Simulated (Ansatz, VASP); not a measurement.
BN: VASP beside Ansatz

INCAR

```
SYSTEM = BN
  PREC = Accurate
  ENCUT = 520
  EDIFF = 1E-6
  ISMEAR = 0
  SIGMA = 0.05
  LREAL = .False.
  LASPH = .True.
  NELM = 80
  ALGO = Normal
  ISIF = 2
  LWAVE = .False.
  LCHARG = .False.
  GGA = PE
  NBANDS = 36
```

The input KPOINTS:

```
regular mesh
0
Gamma
  10 10 2
  0 0 0
```

The input POSCAR:

```
BN
1.0
   -2.5539396017      0.0000000000      0.0000000000
    1.2769698009     -2.2117765748      0.0000000000
   -3.1922968052      1.8430734197     12.6805650000
B N
6 6
Direct
    0.1424731903      0.8575268097      0.2290413333
   -0.1352934764      1.1352934764      0.5623746667
   -0.4130601431      1.4130601431      0.8957080000
    0.6146898569      0.3853101431      0.0623746667
    0.3369231903      0.6630768097      0.3957080000
    0.0591565236      0.9408434764      0.7290413333
    0.2464823631      0.7535176369      0.1042253333
   -0.0312843036      1.0312843036      0.4375586667
   -0.3090509703      1.3090509703      0.7708920000
   -0.1146009703      1.1146009703      0.9375586667
    0.4409323631      0.5590676369      0.2708920000
    0.1631656964      0.8368343036      0.6042253333
```

Input for Ansatz:

```yaml
crystal:
  lattice:
    - [-2.5539396017, 0.0, 0.0]
    - [1.2769698009, -2.2117765748, 0.0]
    - [-3.1922968052, 1.8430734197, 12.680565]
  atoms:
    - { symbol: B, position: [0.1424731903, 0.8575268097, 0.2290413333] }
    - { symbol: B, position: [-0.1352934764, 1.1352934764, 0.5623746667] }
    - { symbol: B, position: [-0.4130601431, 1.4130601431, 0.895708] }
    - { symbol: B, position: [0.6146898569, 0.3853101431, 0.0623746667] }
    - { symbol: B, position: [0.3369231903, 0.6630768097, 0.395708] }
    - { symbol: B, position: [0.0591565236, 0.9408434764, 0.7290413333] }
    - { symbol: "N", position: [0.2464823631, 0.7535176369, 0.1042253333] }
    - { symbol: "N", position: [-0.0312843036, 1.0312843036, 0.4375586667] }
    - { symbol: "N", position: [-0.3090509703, 1.3090509703, 0.770892] }
    - { symbol: "N", position: [-0.1146009703, 1.1146009703, 0.9375586667] }
    - { symbol: "N", position: [0.4409323631, 0.5590676369, 0.270892] }
    - { symbol: "N", position: [0.1631656964, 0.8368343036, 0.6042253333] }
basis:
  ecutwfc: 420
kpoints:
  mp_grid: { grid: [10, 10, 2] }
hamiltonian:
  xc: pbe
scf:
  occupations: { method: gaussian, width: 0.05 }
output:
  forces: true
  stress: true
  eigenvalues: true
```

Alike in both runs: task single point; functional PBE; k mesh 10 × 10 × 2; occupations gaussian, width 0.05 eV; no spin polarisation.

```csv
,VASP,Ansatz
version,VASP 6.6.1,Ansatz 0.2.0
potentials or method,"VASP PAW PBE potentials, release 64 (B, N), cutoff 520 eV","scalar-relativistic, plane waves, PAW"
valence electrons in the cell,48,48
```

VASP gave:

| Property | Result |
| --- | --- |
| gap on the k mesh at the Fermi level (eV) | 3.72 |
| least direct gap on the mesh (eV) | 5.66 |
| pressure (GPa) | 0.0 |
| traceless stress, the component that is largest in VASP (GPa) | -10.29 |
| rms of the force components (eV/Å) | 0.641 |

Estimate Ansatz's values.

gap on the k mesh at the Fermi level (eV): 3.73; least direct gap on the mesh (eV): 5.66; pressure (GPa): -0.2; traceless stress, the component that is largest in VASP (GPa): -10.28; rms of the force components (eV/Å): 0.642.

Atom by atom the forces differ by 0.003 eV/Å (rms over components).
